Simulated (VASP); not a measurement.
A run of VASP 6.6.1:

INCAR

```
  ALGO = Normal
  EDIFF = 1E-6
  ENCUT = 520
  GGA = PE
  ISIF = 2
  ISMEAR = 0
  IVDW = 12
  LASPH = T
  LCHARG = F
  LREAL = F
  LWAVE = F
  NBANDS = 8
  NELM = 80
  PREC = Accurate
  SIGMA = 0.15
```

Contents of KPOINTS:

```
k-points
0
Gamma
  32 32 32
```

File POSCAR:

```
Si
1.0
   -1.5934351992      1.5934351992      1.3528675872
    1.5934351992     -1.5934351992      1.3528675872
    1.5934351992      1.5934351992     -1.3528675872
Si
1
Direct
    0.0000000000      0.0000000000      0.0000000000
```

Potentials or basis: VASP PAW PBE potentials, release 64 (Si).

Command:

```sh
$ cat potpaw_PBE.64/Si/POTCAR > POTCAR
$ mpirun -np 1 vasp_std > vasp.out
```

Hardware: 1 thread of AMD EPYC 7R43 64-Core Processor (Zen 3) (shared host).

Q: Estimate the wall time of this run.

A: It took 4 min on 1 thread of AMD EPYC 7R43 64-Core Processor (Zen 3) (shared host), peak memory 0.28 GiB. Counts: scf iterations 9, k points 2393.
